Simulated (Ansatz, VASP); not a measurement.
# MoW2 in VASP and in Ansatz

The input INCAR:

```
SYSTEM = MoW2
PREC     = Accurate       ! precision mode
ENCUT    = 600            ! plane-wave cutoff, eV
EDIFF    = 1E-7           ! SCF threshold, eV
ISMEAR   = 0              ! smearing method
SIGMA    = 0.1            ! smearing width, eV
LREAL    = .False.        ! projectors in reciprocal space
LASPH    = .True.         ! aspherical terms in the spheres
NELM     = 100            ! most SCF steps
ALGO     = Fast           ! electronic algorithm
ISIF     = 3              ! what is computed and relaxed
LWAVE    = .False.        ! write WAVECAR
LCHARG   = .False.        ! write CHGCAR
GGA      = PE             ! functional
IBRION   = 2              ! ionic algorithm
NSW      = 100            ! ionic steps
EDIFFG   = -0.01          ! ionic threshold
```

File KPOINTS:

```
regular mesh
0
Gamma
  12 12 16
  0 0 0
```

POSCAR

```
MoW2
1.0
    4.7012719838      0.0000000000      0.0000000000
   -2.3506359919      4.0714209681      0.0000000000
    0.0000000000      0.0000000000      2.5781277952
Mo W
1 2
Direct
    0.0000000000      0.0000000000      0.0000000000
    0.3333333333      0.6666666667      0.5000000000
    0.6666666667      0.3333333333      0.5000000000
```

Input for Ansatz:

```yaml
crystal:
  lattice:
    - [4.7012719838, 0.0, 0.0]
    - [-2.3506359919, 4.0714209681, 0.0]
    - [0.0, 0.0, 2.5781277952]
  atoms:
    - { symbol: Mo, position: [0.0, 0.0, 0.0] }
    - { symbol: W, position: [0.3333333333, 0.6666666667, 0.5] }
    - { symbol: W, position: [0.6666666667, 0.3333333333, 0.5] }
basis:
  ecutwfc: 420
kpoints:
  mp_grid: { grid: [12, 12, 16] }
hamiltonian:
  xc: pbe
scf:
  occupations: { method: gaussian, width: 0.1 }
output:
  forces: true
  stress: true
  eigenvalues: true
relax:
  adjacent_minimum: "off"
  f_tol: 0.01
  max_steps: 80
  cell: { stress_tol: 0.05 }
```

Alike in both runs: task relaxation of cell and atoms; functional PBE; k mesh 12 × 12 × 16; occupations gaussian, width 0.1 eV; no spin polarisation.

|  | VASP | Ansatz |
| --- | --- | --- |
| version | VASP 6.6.1 | Ansatz 0.2.0 |
| potentials or method | VASP PAW PBE potentials, release 64 (Mo_sv, W_sv), cutoff 600 eV | scalar-relativistic, plane waves, PAW |
| valence electrons in the cell | 42 | 42 |

```tsv
	VASP	Ansatz	Ansatz less VASP
gap on the k mesh at the Fermi level, each at its own relaxed structure (eV)	none	none	-
relaxed volume (Å³/atom)	16.49	16.46	-0.033
relaxed cell length with the largest relative difference (Å)	2.600	2.597	-0.0028
```

A gap of «none» marks a metal or a gap that the smearing closes.

Spin-orbit coupling is off throughout.
